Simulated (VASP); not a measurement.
Wanted: the native input for a VASP 6.6.1 run.

```
Task                               : single point
Functional                         : HSE06
Potentials or basis                : VASP PAW PBE potentials, release 64 (B, N)
Cutoff                             : 520 eV
k mesh                             : 8 × 8 × 8
Occupations                        : gaussian, width 0.01 eV
Spin                               : no spin polarisation
Dipole correction                  : no
Grid for exact exchange (PRECFOCK) : Normal
Further INCAR settings             : ALGO = Normal; EDIFF = 1e-06; NBANDS = 11
Share of exact exchange            : 0.25
Screening parameter                : 0.2079 1/Å
```

The system is BN.

```
CELL_PARAMETERS angstrom
0.00000 1.75068 1.75068
1.75068 0.00000 1.75068
1.75068 1.75068 0.00000
ATOMIC_POSITIONS crystal
B 0.00000 0.00000 0.00000
N 0.25000 0.25000 0.25000
```

This cell differs from its parent crystal: strain -3.0%.

These files were run (other wordings do the same):

POSCAR

```
BN
1.0
    0.0000000000      1.7506807011      1.7506807011
    1.7506807011      0.0000000000      1.7506807011
    1.7506807011      1.7506807011      0.0000000000
B N
1 1
Direct
    0.0000000000      0.0000000000      0.0000000000
    0.2500000000      0.2500000000      0.2500000000
```

INCAR.step1

```
ALGO = Normal
EDIFF = 1E-5
ENCUT = 520
GGA = PE
ISIF = 2
ISMEAR = 0
LASPH = True
LCHARG = False
LREAL = False
LWAVE = True
NBANDS = 11
NELM = 100
PREC = Accurate
SIGMA = 0.01
```

INCAR.step2

```
ALGO = Normal
EDIFF = 1E-6
ENCUT = 520
GGA = PE
HFSCREEN = 0.2079
ISIF = 2
ISMEAR = 0
ISTART = 1
LASPH = True
LCHARG = False
LHFCALC = True
LREAL = False
LWAVE = False
NBANDS = 11
NELM = 100
PREC = Accurate
PRECFOCK = Normal
SIGMA = 0.01
```

KPOINTS

```
k-points
0
Gamma
  8 8 8
```

Potentials or basis: VASP PAW PBE potentials, release 64 (B, N).

The run is started by

```sh
$ cat potpaw_PBE.64/B/POTCAR potpaw_PBE.64/N/POTCAR > POTCAR
$ cp INCAR.step1 INCAR
$ mpirun -np 1 vasp_std > vasp.out
$ cp INCAR.step2 INCAR
$ mpirun -np 1 vasp_std > vasp.out
```

It gave:

| Property | Result |
| --- | --- |
| Pressure | 38.3 GPa |
| Band gap on the k mesh | 5.89 eV (least direct gap 11.05 eV) |

Caveat: the cell differs from its parent crystal (strain -3.0%); the cell stands under pressure; the PAW data sets were made with another functional, which shifts forces and pressure a little.

It took 13 min on 1 thread of AMD EPYC 7R43 64-Core Processor (Zen 3), with other jobs on the host, peak memory 0.18 GiB.
